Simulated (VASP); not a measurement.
# NaCl in VASP: notebook

The runs below take NaCl through single point, with PBE.

Program: VASP 6.6.1. These are calculated values, not measurements. Logs are shortened: lines on timing, memory, paths and dates and some standing lists are left out, and cuts for length are marked.

## Step 1: The cell of the first run

It takes space group Fm-3m (No. 225, cubic). The conventional cell has a = 5.854 Å, b = 5.854 Å, c = 5.854 Å, α = 90.00°, β = 90.00°, γ = 90.00°. Na (site symmetry m-3m) has 6 Cl at 2.93 Å within 3.9 Å. Within 3.9 Å of Cl (site symmetry m-3m) lie 6 Na at 2.93 Å.

## Step 2: Single point, PBE (strained)

The input, INCAR:

```
PREC = Accurate
ENCUT = 520
EDIFF = 1E-6
ISMEAR = 0
SIGMA = 0.02
LREAL = False
LASPH = True
NELM = 60
ALGO = Normal
ISIF = 2
LWAVE = False
LCHARG = False
GGA = PE
NBANDS = 14
```

The input, KPOINTS:

```
Automatic mesh
0
Gamma
  8 8 8
```

The input, POSCAR:

```
NaCl
1.0
    0.0000000000      2.9272082925      2.9272082925
    2.9272082925      0.0000000000      2.9272082925
    2.9272082925      2.9272082925      0.0000000000
Na Cl
1 1
Direct
    0.0000000000      0.0000000000      0.0000000000
    0.5000000000      0.5000000000      0.5000000000
```

Potentials or basis: VASP PAW PBE potentials, release 64 (Na_pv, Cl).

Command:

```sh
cat potpaw_PBE.64/Na_pv/POTCAR potpaw_PBE.64/Cl/POTCAR > POTCAR
mpirun -np 1 vasp_std > vasp.out
```

OUTCAR:

```text
PREC = Accurate
   ENCUT = 520
   EDIFF = 1E-6
   ISMEAR = 0
   LREAL = False
   LASPH = True
   NELM = 60
   ISIF = 2
   GGA = PE

 ion  position               nearest neighbor table
   1  0.000  0.000  0.000-
   2  0.500  0.500  0.500-

  LATTYP: Found a face centered cubic cell.
 ALAT       =     5.8544165850

  Lattice vectors:

 A1 = (   0.0000000000,   2.9272082925,   2.9272082925)
 A2 = (   2.9272082925,   0.0000000000,   2.9272082925)
 A3 = (   2.9272082925,   2.9272082925,   0.0000000000)

Analysis of symmetry for initial positions (statically):
=====================================================================
 Subroutine PRICEL returns:
 Original cell was already a primitive cell.

 Routine SETGRP: Setting up the symmetry group for a
 face centered cubic supercell.

 Subroutine GETGRP returns: Found 48 space group operations
 (whereof 48 operations were pure point group operations)
 out of a pool of 48 trial point group operations.

The static configuration has the point symmetry O_h .

Analysis of symmetry for dynamics (positions and initial velocities):
=====================================================================
 Subroutine PRICEL returns:
 Original cell was already a primitive cell.

 Routine SETGRP: Setting up the symmetry group for a
 face centered cubic supercell.

 Subroutine GETGRP returns: Found 48 space group operations
 (whereof 48 operations were pure point group operations)
 out of a pool of 48 trial point group operations.

The dynamic configuration has the point symmetry O_h .

 Subroutine INISYM returns: Found 48 space group operations
 (whereof 48 operations are pure point group operations),
 and found     1 'primitive' translations

----------------------------------------------------------------------------------------

                                     Primitive cell

  volume of cell :      50.1639

  direct lattice vectors                    reciprocal lattice vectors
     0.000000000  2.927208293  2.927208293    -0.170811213  0.170811213  0.170811213
     2.927208293  0.000000000  2.927208293     0.170811213 -0.170811213  0.170811213
     2.927208293  2.927208293  0.000000000     0.170811213  0.170811213 -0.170811213

  length of vectors
     4.139697667  4.139697667  4.139697667     0.295853700  0.295853700  0.295853700

  position of ions in fractional coordinates (direct lattice)
     0.000000000  0.000000000  0.000000000
     0.500000000  0.500000000  0.500000000

  ion indices of the primitive-cell ions
   primitive index   ion index
                 1           1
                 2           2

----------------------------------------------------------------------------------------

 KPOINTS: Automatic mesh

Automatic generation of k-mesh.
 Grid dimensions read from file:
 generate k-points for:    8    8    8

 Generating k-lattice:

  Cartesian coordinates                     Fractional coordinates (reciprocal lattice)
    -0.021351402  0.021351402  0.021351402     0.125000000  0.000000000  0.000000000
     0.021351402 -0.021351402  0.021351402     0.000000000  0.125000000  0.000000000
     0.021351402  0.021351402 -0.021351402     0.000000000  0.000000000  0.125000000

  Length of vectors
     0.036981712  0.036981712  0.036981712

  Shift w.r.t. Gamma in fractional coordinates (k-lattice)
     0.000000000  0.000000000  0.000000000

 Subroutine IBZKPT returns following result:
 ===========================================

 Found     29 irreducible k-points:

 Following reciprocal coordinates:
            Coordinates               Weight
  0.000000  0.000000  0.000000      1.000000
  0.125000  0.000000  0.000000      8.000000
  0.250000  0.000000  0.000000      8.000000
  0.375000  0.000000  0.000000      8.000000
  0.500000  0.000000  0.000000      4.000000
  0.125000  0.125000  0.000000      6.000000
[... 16 lines left out ...]
  0.500000  0.250000  0.125000     48.000000
 -0.375000  0.250000  0.125000     24.000000
 [... further k-points ...]
   k-points           NKPTS =     29   k-points in BZ     NKDIM =     29   number of bands    NBANDS=     14
   number of dos      NEDOS =    301   number of ions     NIONS =      2
   total plane-waves  NPLWV =  32768
   dimension x,y,z NGX =    32 NGY =   32 NGZ =   32
   dimension x,y,z NGXF=    64 NGYF=   64 NGZF=   64
   ions per type =               1   1
   NGX,Y,Z   is equivalent  to a cutoff of  12.85, 12.85, 12.85 a.u.
   NGXF,Y,Z  is equivalent  to a cutoff of  25.70, 25.70, 25.70 a.u.
 SYSTEM =  unknown system
   PREC   = accura    normal or accurate (medium, high low for compatibility)
   ISTART =      0    job   : 0-new  1-cont  2-samecut
   ICHARG =      2    charge: 1-file 2-atom 10-const
   ISPIN  =      1    spin polarized calculation?
   LNONCOLLINEAR =      F non collinear calculations
   LSORBIT =      F    spin-orbit coupling
   LASPH  =      T    aspherical Exc in radial PAW
   ENCUT  =  520.0 eV  38.22 Ry    6.18 a.u.   7.70  7.70  7.70*2*pi/ulx,y,z
   NELM   =     60;   NELMIN=  2; NELMDL= -5     # of ELM steps
   EDIFF  = 0.1E-05   stopping-criterion for ELM
   LREAL  =      F    real-space projection
   EDIFFG = 0.1E-04   stopping-criterion for IOM
   NSW    =      0    number of steps for IOM
   IBRION =     -1    ionic relax: 0-MD 1-quasi-New 2-CG
   NFREE  =      0    steps in history (QN), initial steepest desc. (CG)
   ISIF   =      2    stress and relaxation
   ISYM   =      2    0-nonsym 1-usesym 2-fastsym
   POTIM  = 0.5000    time-step for ionic-motion
   TEBEG  =    0.0;   TEEND  =   0.0 temperature during run
   PSTRESS=    0.0 pullay stress
   NELECT =      14.0000    total number of electrons
   NUPDOWN=      -1.0000    fix difference up-down
   EMIN   =  10.00;   EMAX   =-10.00  energy-range for DOS
   EFERMI =   0.00;   METHOD = LEGACY
   ISMEAR =     0;   SIGMA  =   0.02  broadening in eV -4-tet -1-fermi 0-gaus
   EFERMI_NEDOS =   21; number of points for ismear=-14 and -15
   IALGO  =     38    algorithm
   IMIX   =      4    mixing-type and parameters
     AMIX     =   0.40;   BMIX     =  1.00
     AMIX_MAG =   1.60;   BMIX_MAG =  1.00
  volume/ion in A,a.u.               =      25.08       169.26
  Fermi-wavevector in a.u.,A,eV,Ry     =   1.069844  2.021712 15.572775  1.144567
  Thomas-Fermi vector in A             =   2.205536
   LORBIT       =      0    0 simple, 1 ext, 2 COOP (PROOUT), +10 PAW based schemes
   GGA     = PE    functional components
   LHFCALC =     F    Hartree Fock is set to
   AEXX    =    0.0000 exact exchange contribution
   IVDW    =     0    specifies the selected vdW correction
   LEPSILON=     F    determine dielectric tensor
   LRPA    =     F    only Hartree local field effects (RPA)
 non-spin polarized calculation
 Gauss-broadening in eV      SIGMA  =   0.02
  energy-cutoff  :      520.00
  volume of cell :       50.16
 maximum number of plane-waves:      1365
   NGX = 15   NGY = 15   NGZ = 15

 number of electron      14.0000003 magnetization

 Free energy of the ion-electron system (eV)
  ---------------------------------------------------
  ext. energy  EPLUGINS =         0.00000000
  ---------------------------------------------------
  free energy    TOTEN  =        -6.75671081 eV

  energy without entropy =       -6.75671081  energy(sigma->0) =       -6.75671081

 E-fermi :  -1.1898     XC(G=0):  -7.6992

 val. band max:       -1.3282049887   @ k =   0.0000   0.0000   0.0000
 cond. band min:       3.3782907447   @ k =   0.0000   0.0000   0.0000
 fundamental gap:      4.7064957334
 Fermi energy:        -1.1898101055

 k-point     1 :       0.0000    0.0000    0.0000
  band No.  band energies     occupation
      1     -22.3874      2.00000
      2     -22.3874      2.00000
      3     -22.3874      2.00000
      4     -13.7614      2.00000
      5      -1.3282      2.00000
      6      -1.3282      2.00000
      7      -1.3282      2.00000
      8       3.3783      0.00000
      9       9.6551      0.00000
     10       9.6551      0.00000
     11       9.6551      0.00000
     12      11.6779      0.00000
     13      11.6779      0.00000
     14      13.0990      0.00000

 k-point     2 :       0.1250    0.0000    0.0000
  band No.  band energies     occupation
      1     -22.3899      2.00000
      2     -22.3876      2.00000
      3     -22.3876      2.00000
      4     -13.7277      2.00000
      5      -1.6365      2.00000
      6      -1.3601      2.00000
      7      -1.3601      2.00000
      8       3.8285      0.00000
      9       9.0974      0.00000
     10       9.8174      0.00000
     11       9.8174      0.00000
     12      11.3705      0.00000
     13      11.3705      0.00000
     14      13.8319      0.00000

 k-point     3 :       0.2500    0.0000    0.0000
  band No.  band energies     occupation
      1     -22.3959      2.00000
      2     -22.3881      2.00000
      3     -22.3881      2.00000
      4     -13.6446      2.00000
      5      -2.2474      2.00000
      6      -1.4350      2.00000
      7      -1.4350      2.00000
      8       4.7793      0.00000
      9       8.4062      0.00000
     10       9.8216      0.00000
     11       9.8216      0.00000
     12      11.5565      0.00000
     13      11.5565      0.00000
     14      13.4069      0.00000

 k-point     4 :       0.3750    0.0000    0.0000
  band No.  band energies     occupation
      1     -22.4018      2.00000
      2     -22.3886      2.00000
      3     -22.3886      2.00000
      4     -13.5589      2.00000
      5      -2.7511      2.00000
      6      -1.5072      2.00000
      7      -1.5072      2.00000
      8       5.5259      0.00000
      9       8.2710      0.00000
     10       9.4990      0.00000
     11       9.4990      0.00000
     12      12.8151      0.00000
     13      12.8151      0.00000
     14      12.9738      0.00000

 k-point     5 :       0.5000    0.0000    0.0000
  band No.  band energies     occupation
      1     -22.4043      2.00000
      2     -22.3888      2.00000
      3     -22.3888      2.00000
      4     -13.5226      2.00000
      5      -2.9399      2.00000
      6      -1.5364      2.00000
      7      -1.5364      2.00000
      8       5.7349      0.00000
      9       8.4134      0.00000
     10       9.3560      0.00000
     11       9.3560      0.00000
[... 276 lines left out ...]
 k-point    22 :       0.3750    0.2500    0.1250
  band No.  band energies     occupation
      1     -22.3969      2.00000
      2     -22.3908      2.00000
      3     -22.3889      2.00000
      4     -13.5893      2.00000
      5      -2.3695      2.00000
      6      -1.7087      2.00000
      7      -1.5292      2.00000
      8       5.5474      0.00000
      9       7.9266      0.00000
     10       8.8543      0.00000
     11      10.4257      0.00000
     12      10.9200      0.00000
     13      12.9797      0.00000
     14      15.7313      0.00000

 k-point    23 :       0.5000    0.2500    0.1250
  band No.  band energies     occupation
      1     -22.3998      2.00000
      2     -22.3921      2.00000
      3     -22.3897      2.00000
      4     -13.5247      2.00000
      5      -2.6097      2.00000
      6      -1.8884      2.00000
      7      -1.6165      2.00000
      8       6.3792      0.00000
      9       7.8401      0.00000
     10       8.3335      0.00000
     11      10.1482      0.00000
     12      11.9184      0.00000
     13      13.9632      0.00000
     14      14.6065      0.00000

 k-point    24 :      -0.3750    0.2500    0.1250
  band No.  band energies     occupation
      1     -22.4011      2.00000
      2     -22.3924      2.00000
      3     -22.3901      2.00000
      4     -13.4976      2.00000
      5      -2.7054      2.00000
      6      -1.9514      2.00000
      7      -1.6607      2.00000
      8       6.7047      0.00000
      9       7.6683      0.00000
     10       8.5243      0.00000
     11       9.9794      0.00000
     12      12.4393      0.00000
     13      13.5634      0.00000
     14      14.6857      0.00000

 [... further k-points ...]

------------------------ aborting loop because EDIFF is reached ----------------------------------------

  FORCE on cell =-STRESS in cart. coord.  units (eV):
  Direction    XX          YY          ZZ          XY          YZ          ZX
  --------------------------------------------------------------------------------------
  -------------------------------------------------------------------------------------
  Total       -0.5130598     -0.5130598     -0.5130598     -0.0000000     -0.0000000      0.0000000
  in kB      -16.3865549    -16.3865549    -16.3865549     -0.0000000     -0.0000000      0.0000000
  external PRESSURE =     -16.3865549 kB  Pullay stress =       0.0000000 kB

 VOLUME and BASIS-vectors are now :
 -----------------------------------------------------------------------------
  energy-cutoff  :      520.00
  volume of cell :       50.16
      direct lattice vectors                 reciprocal lattice vectors
     0.000000000  2.927208293  2.927208293    -0.170811213  0.170811213  0.170811213
     2.927208293  0.000000000  2.927208293     0.170811213 -0.170811213  0.170811213
     2.927208293  2.927208293  0.000000000     0.170811213  0.170811213 -0.170811213

 POSITION                                       TOTAL-FORCE (eV/Angst)
 -----------------------------------------------------------------------------------
      0.00000      0.00000      0.00000         0.000000      0.000000      0.000000
      2.92721      2.92721      2.92721        -0.000000     -0.000000     -0.000000
 -----------------------------------------------------------------------------------
    total drift:                                0.000000     -0.000000     -0.000000

  FREE ENERGIE OF THE ION-ELECTRON SYSTEM (eV)
  ---------------------------------------------------
  free  energy   TOTEN  =        -6.7567108059 eV

  energy  without entropy=       -6.7567108059  energy(sigma->0) =       -6.75671081
```

It took 15 s on 1 thread of Intel Xeon Platinum 8488C (Sapphire Rapids), shared host; peak memory 0.17 GiB.

Results:

```yaml
Free_energy: -6.7567 eV
Pressure: -1.6 GPa
Band_gap_on_the_k_mesh: 4.71 eV
```

Caveat: the cell differs from its parent crystal (strained). A k mesh can miss the band edges.

(Continued in part 2 of 2.)
